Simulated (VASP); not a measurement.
# C (Cmce) in VASP: notebook

Runs on C. Level: r2SCAN. Tasks: relaxation of cell and atoms, single point.

Everything below comes from runs of VASP 6.6.1. Logs are shortened: lines on timing, memory, paths and dates and some standing lists are left out, and cuts for length are marked.

### 1 The cell of the first run

It takes space group Cmce (No. 64, orthorhombic). The conventional cell has a = 3.784 Å, b = 6.413 Å, c = 3.789 Å, α = 90.00°, β = 90.00°, γ = 90.00°. C (site symmetry m) has 7 C at 2.04 to 2.34 Å within 2.7 Å.

### 2 Relaxation of cell and atoms, r2SCAN

The input, POSCAR:

```
C
1.0
    1.8919426155     -3.2064918765      0.0000000000
    1.8919426155      3.2064918765      0.0000000000
    0.0000000000      0.0000000000      3.7889184435
C
4
Direct
    0.1525000000      0.8475000000      0.0785000000
    0.6525000000      0.3475000000      0.4215000000
    0.8475000000      0.1525000000      0.9215000000
    0.3475000000      0.6525000000      0.5785000000
```

The input, INCAR.step1:

```
SYSTEM = C
PREC = Accurate
ENCUT = 600
ISMEAR = 0
SIGMA = 0.1
LREAL = .FALSE.
LASPH = .TRUE.
NELM = 100
GGA = PE
ALGO = Normal
EDIFF = 1E-4
LWAVE = .TRUE.
LCHARG = .FALSE.
```

The input, INCAR.step2:

```
SYSTEM = C
PREC = Accurate
ENCUT = 600
EDIFF = 1E-6
ISMEAR = 0
SIGMA = 0.1
LREAL = .FALSE.
LASPH = .TRUE.
NELM = 100
ALGO = Normal
ISIF = 3
LWAVE = .FALSE.
LCHARG = .FALSE.
METAGGA = R2SCAN
LMIXTAU = .TRUE.
IBRION = 2
NSW = 90
EDIFFG = -0.04
ISTART = 1
```

The input, KPOINTS:

```
regular mesh
0
G
  6 6 4
  0 0 0
```

Potentials or basis: VASP PAW PBE potentials, release 64 (C).

Launch:

```bash
$ cat potpaw_PBE.64/C/POTCAR > POTCAR
$ cp INCAR.step1 INCAR
$ mpirun -np 1 vasp_std > vasp.out
$ cp INCAR.step2 INCAR
$ mpirun -np 1 vasp_std > vasp.out
```

OUTCAR:

```text
SYSTEM = C
   PREC = Accurate
   ENCUT = 600
   EDIFF = 1E-6
   ISMEAR = 0
   LREAL = .FALSE.
   LASPH = .TRUE.
   NELM = 100
   ISIF = 3
   METAGGA = R2SCAN
   IBRION = 2
   NSW = 90
   EDIFFG = -0.04
   ISTART = 1

 ion  position               nearest neighbor table
   1  0.153  0.847  0.078-   3 2.04
   2  0.653  0.347  0.422-   4 2.04
   3  0.847  0.153  0.922-   1 2.04
   4  0.347  0.653  0.578-   2 2.04

  LATTYP: Found a base centered orthorhombic cell.
 ALAT       =     3.7838852310
 B/A-ratio  =     1.6948145521
 C/A-ratio  =     1.0013301705

  Lattice vectors:

 A1 = (   1.8919426155,  -3.2064918765,   0.0000000000)
 A2 = (   1.8919426155,   3.2064918765,   0.0000000000)
 A3 = (   0.0000000000,   0.0000000000,   3.7889184435)

Analysis of symmetry for initial positions (statically):
=====================================================================
 Subroutine PRICEL returns:
 Original cell was already a primitive cell.

 Routine SETGRP: Setting up the symmetry group for a
 base centered orthorhombic supercell.

 Subroutine GETGRP returns: Found  8 space group operations
 (whereof  4 operations were pure point group operations)
 out of a pool of  8 trial point group operations.

The static configuration has the point symmetry C_2h.
 The point group associated with its full space group is D_2h.

Analysis of symmetry for dynamics (positions and initial velocities):
=====================================================================
 Subroutine PRICEL returns:
 Original cell was already a primitive cell.

 Routine SETGRP: Setting up the symmetry group for a
 base centered orthorhombic supercell.

 Subroutine GETGRP returns: Found  8 space group operations
 (whereof  4 operations were pure point group operations)
 out of a pool of  8 trial point group operations.

The dynamic configuration has the point symmetry C_2h.
 The point group associated with its full space group is D_2h.

 Subroutine INISYM returns: Found  8 space group operations
 (whereof  4 operations are pure point group operations),
 and found     1 'primitive' translations

----------------------------------------------------------------------------------------

                                     Primitive cell

  volume of cell :      45.9709

  direct lattice vectors                    reciprocal lattice vectors
[... 76 lines left out ...]
   dimension x,y,z NGX =    30 NGY =   30 NGZ =   30
   dimension x,y,z NGXF=    60 NGYF=   60 NGZF=   60
   ions per type =               4
   NGX,Y,Z   is equivalent  to a cutoff of  13.40, 13.40, 13.16 a.u.
   NGXF,Y,Z  is equivalent  to a cutoff of  26.79, 26.79, 26.33 a.u.
 SYSTEM =  C
   PREC   = accura    normal or accurate (medium, high low for compatibility)
   ISTART =      1    job   : 0-new  1-cont  2-samecut
   ICHARG =      0    charge: 1-file 2-atom 10-const
   ISPIN  =      1    spin polarized calculation?
   LNONCOLLINEAR =      F non collinear calculations
   LSORBIT =      F    spin-orbit coupling
   LASPH  =      T    aspherical Exc in radial PAW
   ENCUT  =  600.0 eV  44.10 Ry    6.64 a.u.   7.44  7.44  7.57*2*pi/ulx,y,z
   NELM   =    100;   NELMIN=  2; NELMDL=  0     # of ELM steps
   EDIFF  = 0.1E-05   stopping-criterion for ELM
   LREAL  =      F    real-space projection
   EDIFFG = -.4E-01   stopping-criterion for IOM
   NSW    =     90    number of steps for IOM
   IBRION =      2    ionic relax: 0-MD 1-quasi-New 2-CG
   NFREE  =      1    steps in history (QN), initial steepest desc. (CG)
   ISIF   =      3    stress and relaxation
   ISYM   =      2    0-nonsym 1-usesym 2-fastsym
   POTIM  = 0.5000    time-step for ionic-motion
   TEBEG  =    0.0;   TEEND  =   0.0 temperature during run
   PSTRESS=    0.0 pullay stress
   NELECT =      16.0000    total number of electrons
   NUPDOWN=      -1.0000    fix difference up-down
   EMIN   =  10.00;   EMAX   =-10.00  energy-range for DOS
   EFERMI =   0.00;   METHOD = LEGACY
   ISMEAR =     0;   SIGMA  =   0.10  broadening in eV -4-tet -1-fermi 0-gaus
   EFERMI_NEDOS =   21; number of points for ismear=-14 and -15
   IALGO  =     38    algorithm
   IMIX   =      4    mixing-type and parameters
     AMIX     =   0.40;   BMIX     =  1.00
     AMIX_MAG =   1.60;   BMIX_MAG =  1.00
  volume/ion in A,a.u.               =      11.49        77.56
  Fermi-wavevector in a.u.,A,eV,Ry     =   1.151561  2.176135 18.042595  1.326093
  Thomas-Fermi vector in A             =   2.288218
   LORBIT       =      0    0 simple, 1 ext, 2 COOP (PROOUT), +10 PAW based schemes
   METAGGA = R2SCAN    functional components
   LHFCALC =     F    Hartree Fock is set to
   AEXX    =    0.0000 exact exchange contribution
   IVDW    =     0    specifies the selected vdW correction
   LEPSILON=     F    determine dielectric tensor
   LRPA    =     F    only Hartree local field effects (RPA)
 conjugate gradient relaxation of ions
 non-spin polarized calculation
 Gauss-broadening in eV      SIGMA  =   0.10
  energy-cutoff  :      600.00
  volume of cell :       45.97
 maximum number of plane-waves:      1551
 NGX is ok and might be reduce to    30
   NGX = 15   NGY = 15   NGZ = 15

--------------------------------------- Ionic step        1  -------------------------------------------

 number of electron      16.0000000 magnetization

 Free energy of the ion-electron system (eV)
  ---------------------------------------------------
  ext. energy  EPLUGINS =         0.00000000
  ---------------------------------------------------
  free energy    TOTEN  =       -21.45622487 eV

  energy without entropy =      -21.44610994  energy(sigma->0) =      -21.45116741

 E-fermi :   2.5505     XC(G=0): -11.0338

 val. band max:        2.5347477305   @ k =   0.5000   0.3333   0.0000
 cond. band min:       2.5559013611   @ k =   0.3333   0.0000   0.0000
 fundamental gap:      0.0211536305
 Fermi energy:         2.5504818708
[... 827 lines left out ...]
      1      -9.9095      2.00000
      2      -7.3618      2.00000
      3      -3.2780      2.00000
      4      -0.3047      2.00000
      5       0.0935      2.00000
      6       3.0640      2.00000
      7       6.2394      2.00000
      8       9.9289      1.75776
      9      13.7052      0.00000
     10      15.1240      0.00000
     11      17.6147      0.00000
     12      22.0397      0.00000

 [... further k-points ...]

[... ionic steps 4 to 29 ...]

--------------------------------------- Ionic step       30  -------------------------------------------

 number of electron      16.0000002 magnetization

------------------------ aborting loop because EDIFF is reached ----------------------------------------
[... 71 lines left out ...]
--------------------------------------- Ionic step       32  -------------------------------------------

 number of electron      16.0000002 magnetization

 Free energy of the ion-electron system (eV)
  ---------------------------------------------------
  ext. energy  EPLUGINS =         0.00000000
  ---------------------------------------------------
  free energy    TOTEN  =       -39.33909096 eV

  energy without entropy =      -39.33809612  energy(sigma->0) =      -39.33859354

 E-fermi :   6.5394     XC(G=0): -12.0799

 val. band max:        6.4818471134   @ k =   0.5000   0.5000   0.2500
 cond. band min:       6.5583637046   @ k =   0.0000   0.0000   0.0000
 fundamental gap:      0.0765165912
 Fermi energy:         6.5394373448
[... 391 lines left out ...]
  FREE ENERGIE OF THE ION-ELECTRON SYSTEM (eV)
  ---------------------------------------------------
  free  energy   TOTEN  =       -39.3390909566 eV

  energy  without entropy=      -39.3380961197  energy(sigma->0) =      -39.33859354

 reached required accuracy - stopping structural energy minimisation
```

Run time: 38 min. Hardware: 1 thread of Intel Xeon Platinum 8259CL at 2.50GHz (Skylake/Cascade Lake), shared host; peak memory 0.18 GiB.

Results:

- Free energy: -39.3391 eV
- Relaxed volume: 7.68 Å³/atom
- Relaxed cell: a = 3.633 Å, b = 3.633 Å, c = 2.452 Å, α = 90.00°, β = 90.00°, γ = 71.66°
- Space group after relaxing (to 0.05 Å): Fmmm (No. 69)
- Energy gained by relaxing: 4470.7 meV/atom
- Ionic steps: 32
- Pressure after relaxing: -0.2 GPa
- Largest force after relaxing: 0.016 eV/Å
- Band gap on the k mesh: 0.08 eV, indirect (least direct gap 0.65 eV)

Forces on the atoms (eV/Å):
```
C    0.000  0.015 -0.005
C    0.000  0.015  0.005
C    0.000 -0.015  0.005
C    0.000 -0.015 -0.005
```

Stress tensor (GPa, compression positive):
```
-0.23  0.00  0.00
 0.00 -0.44  0.00
 0.00  0.00 -0.04
```

The path:
```tsv
step	energy change (eV)	largest force (eV/Å)	pressure (GPa)	volume (Å³)
1	0.0000	0.3911	-35.83	45.97
2	-3.2770	1.2264	-26.34	30.88
3	-4.2522	2.0201	7.39	23.64
4	-2.8338	10.8859	156.24	18.89
5	-4.9361	0.9318	31.84	21.74
6	-4.9580	1.1680	38.31	21.49
7	-7.4422	4.1593	37.20	21.64
8	-8.1121	9.3693	89.03	21.20
9	-8.3909	8.4537	70.88	21.37
10	-8.8290	8.2906	69.69	21.60
11	-9.5971	8.2211	77.14	22.18
12	-8.2404	8.2683	138.79	22.79
13	-9.7174	8.3141	85.57	22.36
14	-10.5719	7.7202	71.92	22.81
15	-12.5608	6.3382	40.47	24.20
16	-14.3168	5.2293	13.24	27.08
17	-14.3538	5.2745	12.26	27.55
18	-15.1134	4.7500	2.82	28.29
19	-16.7237	2.6116	-18.72	30.54
20	-16.6026	2.5727	-43.01	35.30
21	-17.2223	0.6986	-32.56	32.79
22	-17.8232	0.6879	-9.30	31.43
23	-17.8438	0.8326	-3.90	31.17
24	-17.8441	0.8531	-3.20	31.14
25	-17.8697	0.3903	-1.81	30.98
26	-17.8697	0.3907	-1.81	30.98
27	-17.8791	0.1907	-0.26	30.83
28	-17.8801	0.1196	0.45	30.76
29	-17.8819	0.0677	-0.08	30.76
30	-17.8827	0.0508	-0.73	30.76
31	-17.8828	0.0427	-0.03	30.70
32	-17.8829	0.0160	-0.24	30.72
```

Final structure:
```yaml
crystal:
  lattice:
    - [2.94571, -2.12683, 0.00000]
    - [2.94571, 2.12683, 0.00000]
    - [0.00000, 0.00000, 2.45170]
  atoms:
    - { symbol: C, position: [0.16718, 0.83282, 0.00011] }
    - { symbol: C, position: [0.66718, 0.33282, 0.49989] }
    - { symbol: C, position: [0.83282, 0.16718, 0.99989] }
    - { symbol: C, position: [0.33282, 0.66718, 0.50011] }
```

Levels at points of the mesh, in eV from the valence-band top:
| k point | band 5 | band 6 | band 7 | band 8 | band 9 | band 10 | band 11 | band 12 |
| --- | --- | --- | --- | --- | --- | --- | --- | --- |
| (0.00, 0.00, 0.00) | -6.51 | -4.44 | -3.71 | -3.67 | 0.08 | 5.57 | 6.81 | 8.06 |
| (0.50, 0.00, 0.00) | -6.77 | -6.77 | -5.89 | -5.89 | 7.24 | 7.24 | 8.16 | 8.16 |
| (0.50, 0.50, 0.00) | -7.26 | -3.84 | -3.63 | -1.39 | 2.85 | 7.81 | 8.18 | 8.19 |
| (0.00, 0.00, 0.50) | -9.84 | -9.84 | -1.94 | -1.94 | 1.33 | 1.33 | 10.69 | 10.69 |
| (0.50, 0.00, 0.50) | -7.33 | -7.33 | -2.99 | -2.99 | 1.29 | 1.29 | 7.22 | 7.22 |
| (0.50, 0.50, 0.50) | -10.15 | -10.15 | -4.68 | -4.68 | 3.96 | 3.96 | 11.99 | 11.99 |

Caveat: the volume moved by over 15 % at a fixed basis, so the end points are rough; the PAW data sets were made with another functional, which shifts forces and pressure a little. A k mesh can miss the band edges.

### 3 Relaxation of cell and atoms, r2SCAN

This run uses another cell than the first one, of 11.41 Å³/atom, 0.993 times its volume.

The input, POSCAR:

```
C
1.0
    1.3954940286     -4.4267937464      0.0000000000
    1.3954940286      4.4267937464      0.0000000000
    0.0000000000      0.0000000000      3.6932107827
C
4
Direct
    0.0980000000      0.9020000000      0.9100000000
    0.5980000000      0.4020000000      0.5900000000
    0.9020000000      0.0980000000      0.0900000000
    0.4020000000      0.5980000000      0.4100000000
```

The input, INCAR.step1:

```
PREC = Accurate ; ENCUT = 600
ISMEAR = 0 ; SIGMA = 0.1
LREAL = False ; LASPH = True
NELM = 100 ; GGA = PE
ALGO = Normal ; EDIFF = 1E-4
LWAVE = True ; LCHARG = False
```

The input, INCAR.step2:

```
PREC = Accurate ; ENCUT = 600
EDIFF = 1E-6 ; ISMEAR = 0
SIGMA = 0.1 ; LREAL = False
LASPH = True ; NELM = 100
ALGO = Normal ; ISIF = 3
LWAVE = False ; LCHARG = False
METAGGA = R2SCAN ; LMIXTAU = True
IBRION = 2 ; NSW = 90
EDIFFG = -0.04 ; ISTART = 1
```

The input, KPOINTS:

```
regular mesh
0
Gamma
  6 6 6
```

Potentials or basis: VASP PAW PBE potentials, release 64 (C).

Launch:

```bash
$ cat potpaw_PBE.64/C/POTCAR > POTCAR
$ cp INCAR.step1 INCAR
$ mpirun -np 1 vasp_std > vasp.out
$ cp INCAR.step2 INCAR
$ mpirun -np 1 vasp_std > vasp.out
```

Wall time 87 min (1 thread of AMD EPYC 7R13 (Zen 3), shared host); peak memory 0.19 GiB.

The run converged. Its results:

* Free energy: -39.7523 eV
* Relaxed volume: 9.05 Å³/atom
* Relaxed cell: a = 3.672 Å, b = 3.672 Å, c = 4.256 Å, α = 90.00°, β = 90.00°, γ = 140.91°
* Space group after relaxing (to 0.05 Å): Fmmm (No. 69)
* Energy gained by relaxing: 3400.6 meV/atom
* Ionic steps: 37
* Pressure after relaxing: 0.1 GPa
* Largest force after relaxing: 0.028 eV/Å
* Band gap on the k mesh: 0.20 eV, indirect (least direct gap 0.39 eV)

Forces in eV/Å, atoms in the order of the input:
```
C    0.000  0.019 -0.021
C    0.000  0.019  0.021
C    0.000 -0.019  0.021
C    0.000 -0.019 -0.021
```

Stress tensor (GPa, compression positive):
```
0.21 0.00 0.00
0.00 0.06 0.00
0.00 0.00 0.12
```

The path:
| step | energy change (eV) | largest force (eV/Å) | pressure (GPa) | volume (Å³) |
| --- | --- | --- | --- | --- |
| 1 | 0.0000 | 6.0159 | -46.83 | 45.63 |
| 2 | -6.4291 | 2.4179 | 72.12 | 26.94 |
| 3 | -7.2494 | 1.9167 | 9.79 | 30.29 |
| 4 | -7.2593 | 1.6057 | 15.41 | 29.88 |
| 5 | -8.7146 | 2.2804 | 12.97 | 31.19 |
| 6 | -9.0324 | 6.9549 | -28.44 | 33.46 |
| 7 | -9.5666 | 6.3285 | -7.52 | 32.68 |
| 8 | -9.6113 | 6.7004 | -12.03 | 32.91 |
| 9 | -9.9293 | 6.5225 | -15.38 | 33.12 |
| 10 | -10.6089 | 6.1665 | -25.08 | 33.67 |
| 11 | -10.4880 | 4.7782 | -43.17 | 34.38 |
| 12 | -10.7728 | 5.6660 | -33.91 | 34.04 |
| 13 | -11.4264 | 5.2379 | -30.27 | 33.50 |
| 14 | -12.8519 | 2.4790 | -16.68 | 31.89 |
| 15 | -11.4870 | 9.5566 | 39.75 | 28.74 |
| 16 | -13.1331 | 1.2329 | -6.56 | 31.06 |
| 17 | -13.1422 | 1.4741 | -4.06 | 30.88 |
| 18 | -13.2224 | 1.1825 | 0.69 | 30.69 |
| 19 | -13.3140 | 0.8039 | 13.30 | 30.23 |
| 20 | -13.3826 | 0.6232 | 10.32 | 30.65 |
| 21 | -13.4903 | 0.2541 | 1.99 | 31.92 |
| 22 | -13.4951 | 0.2394 | 0.00 | 32.25 |
| 23 | -13.5366 | 0.4040 | -0.37 | 32.74 |
| 24 | -13.5400 | 0.6460 | -0.43 | 32.93 |
| 25 | -13.5561 | 0.3673 | 2.16 | 33.18 |
| 26 | -13.5568 | 0.2468 | 1.70 | 33.14 |
| 27 | -13.5652 | 0.2089 | 1.98 | 33.35 |
| 28 | -13.5831 | 0.1182 | 2.85 | 33.97 |
| 29 | -13.5904 | 0.2530 | 4.63 | 35.19 |
| 30 | -13.5948 | 0.1739 | 3.46 | 35.48 |
| 31 | -13.5997 | 0.0844 | 0.69 | 36.21 |
| 32 | -13.6007 | 0.0759 | 0.49 | 36.21 |
| 33 | -13.6015 | 0.1327 | 0.10 | 36.20 |
| 34 | -13.6019 | 0.0552 | -0.06 | 36.21 |
| 35 | -13.6019 | 0.0536 | -0.14 | 36.21 |
| 36 | -13.6021 | 0.0472 | -0.07 | 36.20 |
| 37 | -13.6023 | 0.0282 | 0.13 | 36.18 |

Final structure:
```
C
1.0
     1.22835   -3.46011    0.00000
     1.22835    3.46011    0.00000
     0.00000    0.00000    4.25627
C
4
Direct
  0.00027 0.99973 0.83327
  0.50027 0.49973 0.66673
  0.99973 0.00027 0.16673
  0.49973 0.50027 0.33327
```

Levels at points of the mesh, in eV from the valence-band top:
| k point | band 6 | band 7 | band 8 | band 9 | band 10 | band 11 |
| --- | --- | --- | --- | --- | --- | --- |
| (0.00, 0.00, 0.00) | -3.11 | -3.10 | -1.77 | 2.66 | 4.27 | 8.04 |
| (0.50, 0.00, 0.00) | -9.39 | -2.84 | -2.84 | 3.13 | 3.13 | 10.89 |
| (0.50, 0.50, 0.00) | -3.13 | -3.10 | -3.02 | 1.21 | 7.71 | 8.80 |
| (0.00, 0.00, 0.50) | -5.32 | -5.24 | -5.24 | 6.16 | 6.16 | 8.22 |
| (0.50, 0.00, 0.50) | -6.72 | -2.43 | -2.43 | 1.86 | 1.86 | 7.86 |
| (0.50, 0.50, 0.50) | -6.94 | -5.28 | -5.28 | 7.64 | 7.64 | 8.46 |

Caveat: the volume moved by over 15 % at a fixed basis, so the end points are rough; the PAW data sets were made with another functional, which shifts forces and pressure a little. A k mesh can miss the band edges.

### 4 Single point, r2SCAN

This run uses another cell than the first one, of 11.41 Å³/atom, 0.993 times its volume.

POSCAR is that of step 3.

The input, INCAR.step1:

```
ALGO = Normal
EDIFF = 1E-4
ENCUT = 520
GGA = PE
ISMEAR = 0
LASPH = True
LCHARG = False
LREAL = False
LWAVE = True
NBANDS = 16
NELM = 100
PREC = Accurate
SIGMA = 0.1
```

The input, INCAR.step2:

```
ALGO = Normal
EDIFF = 1E-6
ENCUT = 520
ISIF = 2
ISMEAR = 0
ISTART = 1
LASPH = True
LCHARG = False
LMIXTAU = True
LREAL = False
LWAVE = False
METAGGA = R2SCAN
NBANDS = 16
NELM = 100
PREC = Accurate
SIGMA = 0.1
```

The input, KPOINTS:

```
k-points
0
Gamma
  6 6 6
```

Launch:

```bash
$ cat potpaw_PBE.64/C/POTCAR > POTCAR
$ cp INCAR.step1 INCAR
$ mpirun -np 1 vasp_std > vasp.out
$ cp INCAR.step2 INCAR
$ mpirun -np 1 vasp_std > vasp.out
```

Wall time 2.3 min (1 thread of AMD EPYC 7R13 (Zen 3), shared host); peak memory 0.16 GiB.

The run converged. Its results:

| Quantity | Value |
| --- | --- |
| Free energy | -26.1481 eV |
| Pressure | -46.7 GPa |
| Largest force | 6.016 eV/Å |
| Band gap on the k mesh | zero (band 8 reaches 2.10 eV, above the bottom of band 9 at 1.25 eV) |

Forces in eV/Å, atoms in the order of the input:
```
C    0.000  3.735 -4.716
C    0.000  3.735  4.716
C    0.000 -3.735  4.716
C    0.000 -3.735 -4.716
```

Stress tensor (GPa, compression positive):
```
-38.45   0.00   0.00
  0.00 -48.67   0.00
  0.00   0.00 -52.88
```

Levels at points of the mesh, in eV from the Fermi level:
```csv
k point,band 6,band 7,band 8,band 9,band 10,band 11
"(0.00, 0.00, 0.00)",-1.75,-1.70,0.01,0.08,1.71,4.99
"(0.50, 0.00, 0.00)",-3.05,-0.80,-0.80,0.23,0.23,5.99
"(0.50, 0.50, 0.00)",-2.66,-1.96,0.37,1.18,3.08,4.42
"(0.00, 0.00, 0.50)",-2.28,-0.68,-0.68,1.60,1.60,6.12
"(0.50, 0.00, 0.50)",-3.40,-2.99,-2.99,0.73,0.73,6.62
"(0.50, 0.50, 0.50)",-0.73,0.16,0.16,1.33,1.33,6.15
```

Caveat: the k points lie up to 0.39 Å⁻¹ apart; the PAW data sets were made with another functional, which shifts forces and pressure a little.

(Continued in part 2 of 2.)
